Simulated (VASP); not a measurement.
# SiO2 (Fm-3m) in VASP: further runs

SiO2 is run at these levels: PBE; tasks: single point.

All numbers are computed with VASP 6.6.1; they aren't measurements. Logs are shortened: lines on timing, memory, paths and dates and some standing lists are left out, and cuts for length are marked.

### 1 The cell of the first run

Symmetry: Fm-3m, No. 225, cubic system. Conventional cell: a = 4.301 Å, b = 4.301 Å, c = 4.301 Å, α = 90.00°, β = 90.00°, γ = 90.00°. Within 2.5 Å of Si (site symmetry m-3m) lie 8 O at 1.86 Å. Within 2.5 Å of O (site symmetry -43m) lie 4 Si at 1.86 Å and 6 O at 2.15 Å.

### 2 Single point, PBE

INCAR

```
SYSTEM = SiO2
  ALGO = Normal
  EDIFF = 1E-6
  ENCUT = 600
  GGA = PE
  GGA_COMPAT = .False.
  ISIF = 2
  ISMEAR = 0
  LASPH = .True.
  LCHARG = .False.
  LREAL = .False.
  LWAVE = .False.
  NBANDS = 15
  NELM = 120
  PREC = Accurate
  SIGMA = 0.01
```

KPOINTS

```
k-points
0
Gamma
  4 4 4
  0 0 0
```

POSCAR

```
SiO2
1.0
    0.0000000000      2.1505588500      2.1505588500
    2.1505588500      0.0000000000      2.1505588500
    2.1505588500      2.1505588500      0.0000000000
Si O
1 2
Direct
    0.0000000000      0.0000000000      0.0000000000
    0.2500000000      0.2500000000      0.2500000000
    0.7500000000      0.7500000000      0.7500000000
```

Potentials or basis: VASP PAW PBE potentials, release 64 (Si, O).

Launch:

```bash
$ cat potpaw_PBE.64/Si/POTCAR potpaw_PBE.64/O/POTCAR > POTCAR
$ mpirun -np 1 vasp_std > vasp.out
```

OUTCAR:

```text
SYSTEM = SiO2
   EDIFF = 1E-6
   ENCUT = 600
   GGA = PE
   ISIF = 2
   ISMEAR = 0
   LASPH = .True.
   LREAL = .False.
   NELM = 120
   PREC = Accurate

 ion  position               nearest neighbor table
   1  0.000  0.000  0.000-   2 1.86   3 1.86   3 1.86   3 1.86   3 1.86   2 1.86   2 1.86   2 1.86

   2  0.250  0.250  0.250-   1 1.86   1 1.86   1 1.86   1 1.86
   3  0.750  0.750  0.750-   1 1.86   1 1.86   1 1.86   1 1.86

  LATTYP: Found a face centered cubic cell.
 ALAT       =     4.3011177000

  Lattice vectors:

 A1 = (   0.0000000000,   2.1505588500,   2.1505588500)
 A2 = (   2.1505588500,   0.0000000000,   2.1505588500)
 A3 = (   2.1505588500,   2.1505588500,   0.0000000000)

Analysis of symmetry for initial positions (statically):
=====================================================================
 Subroutine PRICEL returns:
 Original cell was already a primitive cell.

 Routine SETGRP: Setting up the symmetry group for a
 face centered cubic supercell.

 Subroutine GETGRP returns: Found 48 space group operations
 (whereof 48 operations were pure point group operations)
 out of a pool of 48 trial point group operations.

The static configuration has the point symmetry O_h .

Analysis of symmetry for dynamics (positions and initial velocities):
=====================================================================
 Subroutine PRICEL returns:
 Original cell was already a primitive cell.

 Routine SETGRP: Setting up the symmetry group for a
 face centered cubic supercell.

 Subroutine GETGRP returns: Found 48 space group operations
 (whereof 48 operations were pure point group operations)
 out of a pool of 48 trial point group operations.

The dynamic configuration has the point symmetry O_h .

 Subroutine INISYM returns: Found 48 space group operations
 (whereof 48 operations are pure point group operations),
 and found     1 'primitive' translations

----------------------------------------------------------------------------------------

                                     Primitive cell

  volume of cell :      19.8923

  direct lattice vectors                    reciprocal lattice vectors
     0.000000000  2.150558850  2.150558850    -0.232497706  0.232497706  0.232497706
     2.150558850  0.000000000  2.150558850     0.232497706 -0.232497706  0.232497706
     2.150558850  2.150558850  0.000000000     0.232497706  0.232497706 -0.232497706

  length of vectors
     3.041349492  3.041349492  3.041349492     0.402697840  0.402697840  0.402697840
[... 77 lines left out ...]
   NELECT =      16.0000    total number of electrons
   NUPDOWN=      -1.0000    fix difference up-down
   EMIN   =  10.00;   EMAX   =-10.00  energy-range for DOS
   EFERMI =   0.00;   METHOD = LEGACY
   ISMEAR =     0;   SIGMA  =   0.01  broadening in eV -4-tet -1-fermi 0-gaus
   EFERMI_NEDOS =   21; number of points for ismear=-14 and -15
   IALGO  =     38    algorithm
   IMIX   =      4    mixing-type and parameters
     AMIX     =   0.40;   BMIX     =  1.00
     AMIX_MAG =   1.60;   BMIX_MAG =  1.00
  volume/ion in A,a.u.               =       6.63        44.75
  Fermi-wavevector in a.u.,A,eV,Ry     =   1.522487  2.877083 31.537837  2.317966
  Thomas-Fermi vector in A             =   2.631059
   LORBIT       =      0    0 simple, 1 ext, 2 COOP (PROOUT), +10 PAW based schemes
   GGA     = PE    functional components
   LHFCALC =     F    Hartree Fock is set to
   AEXX    =    0.0000 exact exchange contribution
   IVDW    =     0    specifies the selected vdW correction
   LEPSILON=     F    determine dielectric tensor
   LRPA    =     F    only Hartree local field effects (RPA)
 non-spin polarized calculation
 Gauss-broadening in eV      SIGMA  =   0.01
  energy-cutoff  :      600.00
  volume of cell :       19.89
 maximum number of plane-waves:       684
   NGX = 13   NGY = 13   NGZ = 13

 number of electron      15.9999997 magnetization

 Free energy of the ion-electron system (eV)
  ---------------------------------------------------
  ext. energy  EPLUGINS =         0.00000000
  ---------------------------------------------------
  free energy    TOTEN  =       -19.08579787 eV

  energy without entropy =      -19.08579787  energy(sigma->0) =      -19.08579787

 E-fermi :  12.3736     XC(G=0): -13.2243

 val. band max:       12.3040007043   @ k =   0.5000   0.5000   0.0000
 cond. band min:      14.4345534669   @ k =   0.5000   0.5000   0.0000
 fundamental gap:      2.1305527626
 Fermi energy:        12.3735637677

 k-point     1 :       0.0000    0.0000    0.0000
  band No.  band energies     occupation
      1     -12.8018      2.00000
      2      -3.9407      2.00000
      3       5.2150      2.00000
      4       5.2150      2.00000
      5       5.2150      2.00000
      6       9.6409      2.00000
      7       9.6409      2.00000
      8       9.6409      2.00000
      9      16.8422      0.00000
     10      18.5533      0.00000
     11      18.5533      0.00000
     12      18.5533      0.00000
     13      24.7803      0.00000
     14      24.7803      0.00000
[... 113 lines left out ...]
      2      -8.1996      2.00000
      3      -0.0287      2.00000
      4       1.2702      2.00000
      5       6.5637      2.00000
      6       6.5637      2.00000
      7      11.3919      2.00000
      8      11.9170      2.00000
      9      18.3501      0.00000
     10      20.3135      0.00000
     11      25.0624      0.00000
     12      25.0624      0.00000
     13      27.0630      0.00000
     14      29.4128      0.00000
     15      33.1262      0.00000

------------------------ aborting loop because EDIFF is reached ----------------------------------------

  FORCE on cell =-STRESS in cart. coord.  units (eV):
  Direction    XX          YY          ZZ          XY          YZ          ZX
  --------------------------------------------------------------------------------------
  -------------------------------------------------------------------------------------
  Total        9.3944674      9.3944674      9.3944674     -0.0000000      0.0000000      0.0000000
  in kB      756.6564775    756.6564775    756.6564775     -0.0000000      0.0000000      0.0000000
  external PRESSURE =     756.6564775 kB  Pullay stress =       0.0000000 kB

 VOLUME and BASIS-vectors are now :
 -----------------------------------------------------------------------------
  energy-cutoff  :      600.00
  volume of cell :       19.89
      direct lattice vectors                 reciprocal lattice vectors
     0.000000000  2.150558850  2.150558850    -0.232497706  0.232497706  0.232497706
     2.150558850  0.000000000  2.150558850     0.232497706 -0.232497706  0.232497706
     2.150558850  2.150558850  0.000000000     0.232497706  0.232497706 -0.232497706

 POSITION                                       TOTAL-FORCE (eV/Angst)
 -----------------------------------------------------------------------------------
      0.00000      0.00000      0.00000        -0.000000      0.000000     -0.000000
      1.07528      1.07528      1.07528         0.000000      0.000000      0.000000
      3.22584      3.22584      3.22584        -0.000000     -0.000000     -0.000000
 -----------------------------------------------------------------------------------
    total drift:                                0.000000      0.000000      0.000000

  FREE ENERGIE OF THE ION-ELECTRON SYSTEM (eV)
  ---------------------------------------------------
  free  energy   TOTEN  =       -19.0857978727 eV

  energy  without entropy=      -19.0857978727  energy(sigma->0) =      -19.08579787
```

OSZICAR:

```text
N       E                     dE             d eps       ncg     rms          rms(c)
DAV:   1     0.501476755816E+02    0.50148E+02   -0.99513E+03   256   0.116E+03
DAV:   2    -0.205920295235E+02   -0.70740E+02   -0.65194E+02   317   0.239E+02
DAV:   3    -0.221008325365E+02   -0.15088E+01   -0.15059E+01   303   0.319E+01
DAV:   4    -0.221051390877E+02   -0.43066E-02   -0.43064E-02   289   0.203E+00
DAV:   5    -0.221051589728E+02   -0.19885E-04   -0.19885E-04   303   0.131E-01    0.127E+01
DAV:   6    -0.191121335558E+02    0.29930E+01   -0.53358E+00   261   0.222E+01    0.524E+00
DAV:   7    -0.190853043010E+02    0.26829E-01   -0.37824E-01   282   0.530E+00    0.192E+00
DAV:   8    -0.190840638812E+02    0.12404E-02   -0.12368E-02   240   0.128E+00    0.568E-01
DAV:   9    -0.190855673794E+02   -0.15035E-02   -0.32087E-03   254   0.557E-01    0.171E-01
DAV:  10    -0.190858032193E+02   -0.23584E-03   -0.33947E-04   254   0.145E-01    0.219E-02
DAV:  11    -0.190857969875E+02    0.62318E-05   -0.18398E-05   303   0.396E-02    0.499E-03
DAV:  12    -0.190857978727E+02   -0.88515E-06   -0.17744E-06   240   0.112E-02
   1 F= -.19085798E+02 E0= -.19085798E+02  d E =-.255135E-24
```

stdout:

```text
POSCAR found type information on POSCAR SiO
 POSCAR found :  2 types and       3 ions
 scaLAPACK will be used
 LDA part: xc-table for (Slater+PW92), standard interpolation
 POSCAR, INCAR and KPOINTS ok, starting setup
 FFT: planning ... GRIDC
 FFT: planning ... GRID_SOFT
 FFT: planning ... GRID
 WAVECAR not read
 entering main loop
```

Run time: 3.4 s. Hardware: 1 thread of Intel Xeon Platinum 8488C (Sapphire Rapids), shared host; peak memory 0.13 GiB.

What came out:

* Free energy: -19.0858 eV
* Pressure: 75.7 GPa
* Band gap on the k mesh: 2.13 eV, direct

Caveat: the k points lie up to 0.63 Å⁻¹ apart. Expect the measured gap to be larger: semilocal functionals such as PBE lack the derivative discontinuity.

### 3 Single point, PBE

INCAR

```
PREC = Accurate ; ENCUT = 600
EDIFF = 1E-6 ; ISMEAR = 0
SIGMA = 0.01 ; LREAL = F
LASPH = T ; NELM = 120
ALGO = Normal ; ISIF = 2
LWAVE = F ; LCHARG = F
GGA = PE ; NBANDS = 15
GGA_COMPAT = F
```

KPOINTS

```
regular mesh
0
Gamma
  4 4 4
```

POSCAR is that of step 2.

Potentials or basis: VASP PAW PBE potentials, release 64 (Si, O).

Launch:

```bash
$ cat potpaw_PBE.64/Si/POTCAR potpaw_PBE.64/O/POTCAR > POTCAR
$ mpirun -np 1 vasp_std > vasp.out
```

Wall time 3.1 s (1 thread of Intel Xeon Platinum 8488C (Sapphire Rapids), shared host); peak memory 0.13 GiB.

Results (log left out):

| Property | Result |
| --- | --- |
| Free energy | -19.0858 eV |
| Pressure | 75.7 GPa |
| Band gap on the k mesh | 2.13 eV, direct |

Levels at points of the mesh, in eV from the valence-band top:
```
           k point  band 4  band 5  band 6  band 7  band 8  band 9  band 10  band 11  band 12  band 13
(0.00, 0.00, 0.00)   -7.09   -7.09   -2.66   -2.66   -2.66    4.54     6.25     6.25     6.25    12.48
(0.50, 0.00, 0.00)   -6.25   -6.25   -5.76   -5.58   -5.58    7.85    10.77    11.51    11.51    14.25
(0.50, 0.50, 0.00)   -9.69   -9.69   -1.24   -1.24    0.00    2.13    10.18    12.59    14.88    14.88
```

Caveat: the k points lie up to 0.63 Å⁻¹ apart.

### 4 Single point, PBE

This run uses another cell than the first one, of 7.05 Å³/atom, 1.064 times its volume.

INCAR

```
  PREC = Accurate
  ENCUT = 600
  EDIFF = 1E-6
  ISMEAR = 0
  SIGMA = 0.01
  LREAL = False
  LASPH = True
  NELM = 120
  ALGO = Normal
  ISIF = 2
  LWAVE = False
  LCHARG = False
  GGA = PE
  NBANDS = 15
  GGA_COMPAT = False
```

KPOINTS

```
Automatic mesh
0
Gamma
  4 4 4
```

POSCAR

```
SiO2
1.0
    0.0000000000      2.1953750000      2.1953750000
    2.1953750000      0.0000000000      2.1953750000
    2.1953750000      2.1953750000      0.0000000000
Si O
1 2
Direct
    0.0000000000      0.0000000000      0.0000000000
    0.2500000000      0.2500000000      0.2500000000
    0.7500000000      0.7500000000      0.7500000000
```

Launch:

```bash
$ cat potpaw_PBE.64/Si/POTCAR potpaw_PBE.64/O/POTCAR > POTCAR
$ mpirun -np 1 vasp_std > vasp.out
```

It took 5.1 s on 1 thread of Intel Xeon Platinum 8488C (Sapphire Rapids), shared host; peak memory 0.15 GiB.

Results (log left out):

```yaml
Free_energy: -19.5622 eV
Pressure: 44.6 GPa
Band_gap_on_the_k_mesh: 2.13 eV, direct
```

Levels at points of the mesh, in eV from the valence-band top:
```csv
k point,band 6,band 7,band 8,band 9,band 10,band 11
"(0.00, 0.00, 0.00)",-2.50,-2.50,-2.50,3.57,6.13,6.13
"(0.50, 0.00, 0.00)",-5.50,-5.13,-5.13,7.10,10.43,10.93
"(0.50, 0.50, 0.00)",-1.14,-1.14,0.00,2.13,9.37,12.01
```

Caveat: the k points lie up to 0.62 Å⁻¹ apart.
